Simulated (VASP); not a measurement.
A run of VASP 6.6.1 is set up as follows.

File INCAR:

```
ALGO = Normal
EDIFF = 1E-7
ENCUT = 520
GGA = PE
ISIF = 2
ISMEAR = 0
LASPH = T
LCHARG = F
LREAL = F
LWAVE = F
NBANDS = 16
NELM = 60
PREC = Accurate
SIGMA = 0.15
```

KPOINTS

```
k-points
0
Gamma
  16 16 16
```

The input POSCAR:

```
GaSb
1.0
   -2.8950000000      2.8950000000      1.4546500000
    2.8950000000     -2.8950000000      1.4546500000
    2.8950000000      2.8950000000     -1.4546500000
Ga Sb
1 1
Direct
    0.2500000000      0.7500000000      0.5000000000
    0.0000000000      0.0000000000      0.0000000000
```

Potentials or basis: VASP PAW PBE potentials, release 64 (Ga_d, Sb).

Launch:

```console
$ cat potpaw_PBE.64/Ga_d/POTCAR potpaw_PBE.64/Sb/POTCAR > POTCAR
$ mpirun -np 1 vasp_std > vasp.out
```

Problem. Predict the band gap on the k mesh.

Solution. Zero (bands 9 and 10 overlap by 3.68 eV).

Problem. Predict the pressure.

Solution. 0.4 GPa.

Stress tensor (GPa, compression positive):
```
-2.47  0.00  0.00
 0.00 -2.47  0.00
 0.00  0.00  6.15
```

Caveat: the stress differs along the axes, from -2 to 6 GPa; spin-orbit coupling is left out, which moves the levels of the heavy elements.
